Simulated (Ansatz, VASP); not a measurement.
**BeB3N3 in VASP and in Ansatz**

File INCAR:

```
ALGO = Normal
EDIFF = 1E-7
EDIFFG = -0.01
ENCUT = 600
GGA = PE
IBRION = 2
ISIF = 3
ISMEAR = 0
LASPH = True
LCHARG = False
LREAL = False
LWAVE = False
NELM = 100
NSW = 100
PREC = Accurate
SIGMA = 0.1
```

KPOINTS

```
k-points
0
Gamma
  9 9 10
```

The input POSCAR:

```
BeB3N3
1.0
    4.8681626019      0.0000000000      0.0000000000
   -2.4340813010      4.2159524830      0.0000000000
    0.0000000000      0.0000000000      3.7385535742
Be B N
1 3 3
Direct
    0.0000000000      0.0000000000      0.8953439664
    0.0000000000      0.0000000000      0.3980365128
    0.3333333333      0.6666666667      0.6271925460
    0.6666666667      0.3333333333      0.6271925460
    0.5000000000      0.0000000000      0.6286456296
    0.0000000000      0.5000000000      0.6286456296
    0.5000000000      0.5000000000      0.6286456296
```

Input for Ansatz:

```yaml
crystal:
  lattice:
    - [4.8681626019, 0.0, 0.0]
    - [-2.434081301, 4.215952483, 0.0]
    - [0.0, 0.0, 3.7385535742]
  atoms:
    - { symbol: Be, position: [0.0, 0.0, 0.8953439664] }
    - { symbol: B, position: [0.0, 0.0, 0.3980365128] }
    - { symbol: B, position: [0.3333333333, 0.6666666667, 0.627192546] }
    - { symbol: B, position: [0.6666666667, 0.3333333333, 0.627192546] }
    - { symbol: "N", position: [0.5, 0.0, 0.6286456296] }
    - { symbol: "N", position: [0.0, 0.5, 0.6286456296] }
    - { symbol: "N", position: [0.5, 0.5, 0.6286456296] }
basis:
  ecutwfc: 420
kpoints:
  mp_grid: { grid: [9, 9, 10] }
hamiltonian:
  xc: pbe
scf:
  occupations: { method: gaussian, width: 0.1 }
output:
  forces: true
  stress: true
  eigenvalues: true
relax:
  adjacent_minimum: "off"
  f_tol: 0.01
  max_steps: 80
  cell: { stress_tol: 0.05 }
```

Alike in both runs: task relaxation of cell and atoms; functional PBE; k mesh 9 × 9 × 10; occupations gaussian, width 0.1 eV; no spin polarisation.

|  | VASP | Ansatz |
| --- | --- | --- |
| version | VASP 6.6.1 | Ansatz 0.2.0 |
| potentials or method | VASP PAW PBE potentials, release 64 (Be, B, N), cutoff 600 eV | scalar-relativistic, plane waves, PAW |
| valence electrons in the cell | 26 | 26 |

Ansatz gave:

```
gap on the k mesh at the Fermi level, each at its own relaxed structure (eV) : none
relaxed volume (Å³/atom)                                                     : 10.96
relaxed cell length with the largest relative difference (Å)                 : 3.739
```

Question: Estimate VASP's values.

Answer: gap on the k mesh at the Fermi level, each at its own relaxed structure (eV): none; relaxed volume (Å³/atom): 10.95; relaxed cell length with the largest relative difference (Å): 3.734.

A gap of «none» marks a metal or a gap that the smearing closes.
